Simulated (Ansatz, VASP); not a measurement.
## One calculation of MgO, two programs

File POSCAR:

```
MgO
1.0
    0.0000000000      2.1021674167      2.1021674167
    2.1547216021      0.0000000000      2.1021674167
    2.1547216021      2.1021674167      0.0000000000
Mg O
1 1
Direct
    0.0000000000      0.0000000000      0.0000000000
    0.5000000000      0.5000000000      0.5000000000
```

Contents of INCAR.step1:

```
SYSTEM = MgO
  PREC = Accurate
  ENCUT = 520
  EDIFF = 1E-5
  ISMEAR = 0
  SIGMA = 0.01
  LREAL = .FALSE.
  LASPH = .TRUE.
  NELM = 60
  ALGO = Normal
  ISIF = 2
  LWAVE = .TRUE.
  LCHARG = .FALSE.
  GGA = PE
  NBANDS = 11
```

INCAR.step2

```
SYSTEM = MgO
  PREC = Accurate
  ENCUT = 520
  EDIFF = 1E-6
  ISMEAR = 0
  SIGMA = 0.01
  LREAL = .FALSE.
  LASPH = .TRUE.
  NELM = 60
  ALGO = Normal
  ISIF = 2
  LWAVE = .FALSE.
  LCHARG = .FALSE.
  GGA = PE
  LHFCALC = .TRUE.
  HFSCREEN = 0.2079
  PRECFOCK = Normal
  ISTART = 1
  NBANDS = 11
```

KPOINTS

```
regular mesh
0
G
  8 8 8
  0 0 0
```

Input for Ansatz:

```yaml
crystal:
  lattice:
    - [0.0, 2.1021674167, 2.1021674167]
    - [2.1547216021, 0.0, 2.1021674167]
    - [2.1547216021, 2.1021674167, 0.0]
  atoms:
    - { symbol: Mg, position: [0.0, 0.0, 0.0] }
    - { symbol: O, position: [0.5, 0.5, 0.5] }
kpoints:
  mp_grid: { grid: [8, 8, 8] }
  band_path:
    path:
      - [0.0, 0.0, 0.0]
      - [0.5, 0.0, 0.5]
      - [0.625, 0.25, 0.625]
      - [0.375, 0.375, 0.75]
      - [0.5, 0.5, 0.5]
      - [0.5, 0.25, 0.75]
    npoints: 1
hamiltonian:
  xc: hse06
scf:
  occupations: { method: fixed }
  n_extra_bands: 4
output:
  forces: true
  stress: true
  eigenvalues: true
```

Change from the starting cell: uniaxial_x strain +2.5%.

Alike in both runs: task single point; functional HSE06; k mesh 8 × 8 × 8; no spin polarisation.

|  | VASP | Ansatz |
| --- | --- | --- |
| version | VASP 6.6.1 | Ansatz 0.2.0 |
| potentials or method | VASP PAW PBE potentials, release 64 (Mg, O) | plane waves, PAW |
| plane-wave cutoff (eV) | 520 | 420 |
| occupations | gaussian, width 0.01 eV | fixed |
| valence electrons in the cell | 8 | 16 |

|  | VASP | Ansatz | Ansatz less VASP |
| --- | --- | --- | --- |
| gap on the k mesh at the Fermi level (eV) | 6.19 | 6.23 | +0.046 |
| pressure (GPa) | -4.4 | -4.0 | +0.35 |
| traceless stress, the component that is largest in VASP (GPa) | -2.83 | -2.78 | +0.046 |

VASP's potentials hold 8 valence electrons a cell and Ansatz's 16, so a difference there can come from the potentials and not from the codes. Ansatz's warnings: stress exchange threshold loose, stress scf threshold loose.
